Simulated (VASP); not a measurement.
# P (P-1) in VASP: single point with PBE

Aim: the single point of P with PBE.

Program: VASP 6.6.1. These are calculated values, not measurements. Logs are shortened: lines on timing, memory, paths and dates and some standing lists are left out, and cuts for length are marked.

## (1) The cell of the first run

The typed cell holds 24 atoms: a = 5.429 Å, b = 10.737 Å, c = 10.875 Å, α = 94.68°, β = 99.83°, γ = 100.55°.

## (2) Single point, PBE (25.41 Å³/atom)

INCAR

```
SYSTEM = P
ALGO = Normal
EDIFF = 1E-6
ENCUT = 520
GGA = PE
ISIF = 2
ISMEAR = -1
KPAR = 4
LASPH = .True.
LCHARG = .False.
LREAL = Auto
LWAVE = .False.
NBANDS = 78
NELM = 80
PREC = Accurate
SIGMA = 0.02
```

KPOINTS

```
k-points
0
Gamma
  6 3 3
  0 0 0
```

POSCAR

```
P
1.0
    5.4286260180      0.0000000000      0.0000000000
   -1.9663263722     10.5554746233      0.0000000000
   -1.8558092614     -1.2486837908     10.6422963290
P
24
Direct
    0.0794116866     -0.0091793842      0.6744672006
    0.9205883134      1.0091793842      0.3255327994
    0.5840388865      0.1774357551      0.5405003414
    0.4159611135      0.8225642449      0.4594996586
    0.1751745502      0.0522915284      0.1899472966
    0.8248254498      0.9477084716      0.8100527034
    0.7773831744      0.3792394473      0.5577616641
    0.2226168256      0.6207605527      0.4422383359
    0.6890719117      0.3012917625      0.0231155903
    0.3109280883      0.6987082375      0.9768844097
    0.2400571108      0.0136855148      0.8774024357
    0.7599428892      0.9863144852      0.1225975643
    0.5043659770      0.3185611269      0.6806460429
    0.4956340230      0.6814388731      0.3193539571
    0.3651277302      0.3224675219      0.4787937921
    0.6348722698      0.6775324781      0.5212062079
    0.0816697902      0.3660012902      0.1310080363
    0.9183302098      0.6339987098      0.8689919637
    0.0069256923      0.1471171213      0.8002123040
    0.9930743077      0.8528828787      0.1997876960
    0.8023386604      0.4910711309      0.1346206630
    0.1976613396      0.5089288691      0.8653793370
    0.7609383905      0.3170296396      0.2303589699
    0.2390616095      0.6829703604      0.7696410301
```

Potentials or basis: VASP PAW PBE potentials, release 64 (P).

The run is started by

```sh
cat potpaw_PBE.64/P/POTCAR > POTCAR
mpirun -np 4 vasp_std > vasp.out
```

OUTCAR:

```text
SYSTEM = P
   EDIFF = 1E-6
   ENCUT = 520
   GGA = PE
   ISIF = 2
   ISMEAR = -1
   LASPH = .True.
   LREAL = Auto
   NELM = 80
   PREC = Accurate

 ion  position               nearest neighbor table
   1  0.079  0.991  0.674-  11 2.21   6 2.21  19 2.21
   2  0.921  0.009  0.326-  12 2.21   5 2.21  20 2.21
   3  0.584  0.177  0.541-  15 2.21   7 2.21  13 2.21
   4  0.416  0.823  0.459-  16 2.21   8 2.21  14 2.21
   5  0.175  0.052  0.190-   2 2.21  20 2.21  12 2.21
   6  0.825  0.948  0.810-   1 2.21  19 2.21  11 2.21
[... 16 lines left out ...]
  23  0.761  0.317  0.230-  21 2.21   9 2.21  17 2.21
  24  0.239  0.683  0.770-  22 2.21  10 2.21  18 2.21

  LATTYP: Found a triclinic cell.
 ALAT       =     5.4286260180
 B/A-ratio  =     2.3741015525
 C/A-ratio  =     2.0032361743
 COS(alpha) =     0.0038754785
 COS(beta)  =     0.1706519518
 COS(gamma) =     0.5737810045

  Lattice vectors:

 A1 = (   5.4286260180,   0.0000000000,   0.0000000000)
 A2 = (   7.3949523902, -10.5554746233,   0.0000000000)
 A3 = (   1.8558092614,   1.2486837908, -10.6422963290)

Analysis of symmetry for initial positions (statically):
=====================================================================
 Subroutine PRICEL returns:
 Original cell was already a primitive cell.

 Routine SETGRP: Setting up the symmetry group for a
 triclinic supercell.

 Subroutine GETGRP returns: Found  2 space group operations
 (whereof  2 operations were pure point group operations)
 out of a pool of  2 trial point group operations.

The static configuration has the point symmetry S_2 .

Analysis of symmetry for dynamics (positions and initial velocities):
=====================================================================
 Subroutine PRICEL returns:
 Original cell was already a primitive cell.

 Routine SETGRP: Setting up the symmetry group for a
 triclinic supercell.

 Subroutine GETGRP returns: Found  2 space group operations
 (whereof  2 operations were pure point group operations)
 out of a pool of  2 trial point group operations.

The dynamic configuration has the point symmetry S_2 .

 Subroutine INISYM returns: Found  2 space group operations
 (whereof  2 operations are pure point group operations),
 and found     1 'primitive' translations

----------------------------------------------------------------------------------------

                                     Primitive cell

  volume of cell :     609.8219

  direct lattice vectors                    reciprocal lattice vectors
     5.428626018  0.000000000  0.000000000     0.184208674  0.034315309  0.036148696
    -1.966326372 10.555474623  0.000000000     0.000000000  0.094737568  0.011115765
    -1.855809261 -1.248683791 10.642296329     0.000000000  0.000000000  0.093964683

  length of vectors
     5.428626018 10.737061233 10.874820016     0.190832660  0.095387458  0.093964683

  position of ions in fractional coordinates (direct lattice)
     0.079411687  0.990820616  0.674467201
     0.920588313  0.009179384  0.325532799
     0.584038886  0.177435755  0.540500341
     0.415961114  0.822564245  0.459499659
     0.175174550  0.052291528  0.189947297
     0.824825450  0.947708472  0.810052703
[... 16 lines left out ...]
     0.760938391  0.317029640  0.230358970
     0.239061609  0.682970360  0.769641030

  ion indices of the primitive-cell ions
   primitive index   ion index
                 1           1
                 2           2
                 3           3
                 4           4
                 5           5
                 6           6
[... 16 lines left out ...]
                23          23
                24          24

----------------------------------------------------------------------------------------

 KPOINTS: k-points

Automatic generation of k-mesh.
 Grid dimensions read from file:
 generate k-points for:    6    3    3

 Generating k-lattice:

  Cartesian coordinates                     Fractional coordinates (reciprocal lattice)
     0.030701446  0.005719218  0.006024783     0.166666667 -0.000000000  0.000000000
     0.000000000  0.031579189  0.003705255     0.000000000  0.333333333  0.000000000
     0.000000000  0.000000000  0.031321561     0.000000000  0.000000000  0.333333333

  Length of vectors
     0.031805443  0.031795819  0.031321561

  Shift w.r.t. Gamma in fractional coordinates (k-lattice)
     0.000000000  0.000000000  0.000000000

 Subroutine IBZKPT returns following result:
 ===========================================

 Found     28 irreducible k-points:

 Following reciprocal coordinates:
            Coordinates               Weight
  0.000000  0.000000  0.000000      1.000000
  0.166667  0.000000  0.000000      2.000000
  0.333333  0.000000  0.000000      2.000000
  0.500000  0.000000  0.000000      1.000000
  0.000000  0.333333  0.000000      2.000000
  0.166667  0.333333  0.000000      2.000000
[... 16 lines left out ...]
  0.000000 -0.333333  0.333333      2.000000
  0.166667 -0.333333  0.333333      2.000000
 [... further k-points ...]
   k-points           NKPTS =     28   k-points in BZ     NKDIM =     28   number of bands    NBANDS=     78
   number of dos      NEDOS =    301   number of ions     NIONS =     24
   total plane-waves  NPLWV = 268800
   dimension x,y,z NGX =    40 NGY =   80 NGZ =   84
   dimension x,y,z NGXF=    80 NGYF=  160 NGZF=  168
   ions per type =              24
   NGX,Y,Z   is equivalent  to a cutoff of  12.25, 12.39, 12.84 a.u.
   NGXF,Y,Z  is equivalent  to a cutoff of  24.50, 24.77, 25.68 a.u.
 SYSTEM =  P
   PREC   = accura    normal or accurate (medium, high low for compatibility)
   ISTART =      0    job   : 0-new  1-cont  2-samecut
   ICHARG =      2    charge: 1-file 2-atom 10-const
   ISPIN  =      1    spin polarized calculation?
   LNONCOLLINEAR =      F non collinear calculations
   LSORBIT =      F    spin-orbit coupling
   LASPH  =      T    aspherical Exc in radial PAW
   ENCUT  =  520.0 eV  38.22 Ry    6.18 a.u.  10.09 19.96 20.22*2*pi/ulx,y,z
   NELM   =     80;   NELMIN=  2; NELMDL= -5     # of ELM steps
   EDIFF  = 0.1E-05   stopping-criterion for ELM
   LREAL  =      T    real-space projection
   EDIFFG = 0.1E-04   stopping-criterion for IOM
   NSW    =      0    number of steps for IOM
   IBRION =     -1    ionic relax: 0-MD 1-quasi-New 2-CG
   NFREE  =      0    steps in history (QN), initial steepest desc. (CG)
   ISIF   =      2    stress and relaxation
   ISYM   =      2    0-nonsym 1-usesym 2-fastsym
   POTIM  = 0.5000    time-step for ionic-motion
   TEBEG  =    0.0;   TEEND  =   0.0 temperature during run
   PSTRESS=    0.0 pullay stress
   NELECT =     120.0000    total number of electrons
   NUPDOWN=      -1.0000    fix difference up-down
   EMIN   =  10.00;   EMAX   =-10.00  energy-range for DOS
   EFERMI =   0.00;   METHOD = LEGACY
   ISMEAR =    -1;   SIGMA  =   0.02  broadening in eV -4-tet -1-fermi 0-gaus
   EFERMI_NEDOS =   21; number of points for ismear=-14 and -15
   IALGO  =     38    algorithm
   IMIX   =      4    mixing-type and parameters
     AMIX     =   0.40;   BMIX     =  1.00
     AMIX_MAG =   1.60;   BMIX_MAG =  1.00
  volume/ion in A,a.u.               =      25.41       171.47
  Fermi-wavevector in a.u.,A,eV,Ry     =   0.952213  1.799422 12.336540  0.906710
  Thomas-Fermi vector in A             =   2.080755
   LORBIT       =      0    0 simple, 1 ext, 2 COOP (PROOUT), +10 PAW based schemes
   GGA     = PE    functional components
   LHFCALC =     F    Hartree Fock is set to
   AEXX    =    0.0000 exact exchange contribution
   IVDW    =     0    specifies the selected vdW correction
   LEPSILON=     F    determine dielectric tensor
   LRPA    =     F    only Hartree local field effects (RPA)
 non-spin polarized calculation
  energy-cutoff  :      520.00
  volume of cell :      609.82
 maximum number of plane-waves:     16459
   NGX = 21   NGY = 39   NGZ = 41

 number of electron     119.9999997 magnetization

 Free energy of the ion-electron system (eV)
  ---------------------------------------------------
  ext. energy  EPLUGINS =         0.00000000
  ---------------------------------------------------
  free energy    TOTEN  =      -125.96083739 eV

  energy without entropy =     -125.96083739  energy(sigma->0) =     -125.96083739

 E-fermi :   2.4234     XC(G=0):  -8.4004

 val. band max:        1.9576515940   @ k =   0.5000   0.0000   0.0000
 cond. band min:       4.7405431220   @ k =   0.0000   0.3333   0.3333
 fundamental gap:      2.7828915281
 Fermi energy:         2.4234423478

 k-point     1 :       0.0000    0.0000    0.0000
  band No.  band energies     occupation
      1     -12.4061      2.00000
      2     -12.2537      2.00000
      3     -12.2534      2.00000
      4     -12.2160      2.00000
      5     -12.2063      2.00000
      6     -12.1603      2.00000
[... 64 lines left out ...]
     71       5.8404      0.00000
     72       5.8976      0.00000

 k-point     2 :       0.1667    0.0000    0.0000
  band No.  band energies     occupation
      1     -12.3820      2.00000
      2     -12.2532      2.00000
      3     -12.2373      2.00000
      4     -12.2142      2.00000
      5     -12.1962      2.00000
      6     -12.1546      2.00000
[... 64 lines left out ...]
     71       5.7925      0.00000
     72       5.9362      0.00000

 k-point     3 :       0.3333    0.0000    0.0000
  band No.  band energies     occupation
      1     -12.3253      2.00000
      2     -12.2422      2.00000
      3     -12.2207      2.00000
      4     -12.2070      2.00000
      5     -12.1793      2.00000
      6     -12.1448      2.00000
[... 1564 lines left out ...]
     71       5.8568      0.00000
     72       5.9812      0.00000

 k-point    24 :       0.1667   -0.3333    0.3333
  band No.  band energies     occupation
      1     -12.3348      2.00000
      2     -12.3019      2.00000
      3     -12.2683      2.00000
      4     -12.2202      2.00000
      5     -12.1679      2.00000
      6     -12.1456      2.00000
[... 64 lines left out ...]
     71       5.9216      0.00000
     72       5.9952      0.00000

 [... further k-points ...]

 [bands above 72 left out]

------------------------ aborting loop because EDIFF is reached ----------------------------------------

  FORCE on cell =-STRESS in cart. coord.  units (eV):
  Direction    XX          YY          ZZ          XY          YZ          ZX
  --------------------------------------------------------------------------------------
  -------------------------------------------------------------------------------------
  Total        3.6999961      3.5947737      3.4609893      0.0748119      0.0038238      0.5766561
  in kB        9.7209522      9.4445029      9.0930128      0.1965522      0.0100461      1.5150413
  external PRESSURE =       9.4194893 kB  Pullay stress =       0.0000000 kB

 VOLUME and BASIS-vectors are now :
 -----------------------------------------------------------------------------
  energy-cutoff  :      520.00
  volume of cell :      609.82
      direct lattice vectors                 reciprocal lattice vectors
     5.428626018  0.000000000  0.000000000     0.184208674  0.034315309  0.036148696
    -1.966326372 10.555474623  0.000000000     0.000000000  0.094737568  0.011115765
    -1.855809261 -1.248683791 10.642296329     0.000000000  0.000000000  0.093964683

 POSITION                                       TOTAL-FORCE (eV/Angst)
 -----------------------------------------------------------------------------------
     -2.76886      9.61639      7.17788        -0.052487      0.025533      0.129678
      4.37535     -0.30959      3.46442         0.052487     -0.025533     -0.129678
      1.81857      1.19800      5.75216        -0.050163      0.121404      0.041542
     -0.21208      8.10879      4.89013         0.050163     -0.121404     -0.041542
      0.49563      0.31478      2.02148        -0.104890     -0.080740      0.020507
      1.11086      8.99201      8.62082         0.104890      0.080740     -0.020507
[... 16 lines left out ...]
      3.07996      3.05875      2.45155         0.049177      0.055605     -0.103393
     -1.47347      6.24804      8.19075        -0.049177     -0.055605      0.103393
 -----------------------------------------------------------------------------------
    total drift:                               -0.000000     -0.000000      0.000000

  FREE ENERGIE OF THE ION-ELECTRON SYSTEM (eV)
  ---------------------------------------------------
  free  energy   TOTEN  =      -125.9608373943 eV

  energy  without entropy=     -125.9608373942  energy(sigma->0) =     -125.96083739
```

Wall time 10 min (4 MPI ranks of AMD EPYC 7R43 (Zen 3), shared host); peak memory 1 GiB.

Results:

| Item | Value |
| --- | --- |
| Free energy | -125.9608 eV |
| Pressure | 0.9 GPa |
| Largest force | 0.146 eV/Å |
| Band gap on the k mesh | 2.78 eV (least direct gap 2.83 eV) |

Forces in eV/Å, atoms in the order of the input:
```
P   -0.052  0.026  0.130
P    0.052 -0.026 -0.130
P   -0.050  0.121  0.042
P    0.050 -0.121 -0.042
P   -0.105 -0.081  0.021
P    0.105  0.081 -0.021
P   -0.103 -0.079  0.006
P    0.103  0.079 -0.006
P    0.039  0.069  0.123
P   -0.039 -0.069 -0.123
P   -0.094  0.015 -0.094
P    0.094 -0.015  0.094
P    0.065 -0.011 -0.124
P   -0.065  0.011  0.124
P    0.085 -0.031  0.082
P   -0.085  0.031 -0.082
P   -0.130  0.005  0.005
P    0.130 -0.005 -0.005
P    0.042 -0.119 -0.017
P   -0.042  0.119  0.017
P    0.043 -0.127 -0.020
P   -0.043  0.127  0.020
P    0.049  0.056 -0.103
P   -0.049 -0.056  0.103
```

Stress tensor (GPa, compression positive):
```
0.97 0.02 0.15
0.02 0.94 0.00
0.15 0.00 0.91
```

Levels at points of the mesh, in eV from the valence-band top:
| k point | band 56 | band 57 | band 58 | band 59 | band 60 | band 61 | band 62 | band 63 | band 64 | band 65 |
| --- | --- | --- | --- | --- | --- | --- | --- | --- | --- | --- |
| (0.00, 0.00, 0.00) | -0.52 | -0.43 | -0.40 | -0.25 | -0.13 | 2.79 | 3.00 | 3.07 | 3.18 | 3.25 |
| (0.50, 0.00, 0.00) | -0.24 | -0.17 | -0.16 | -0.08 | 0.00 | 2.97 | 2.99 | 3.12 | 3.14 | 3.36 |

Caveat: this functional lacks dispersion, which holds the molecules together, so the pressure and a relaxed volume are unreliable.
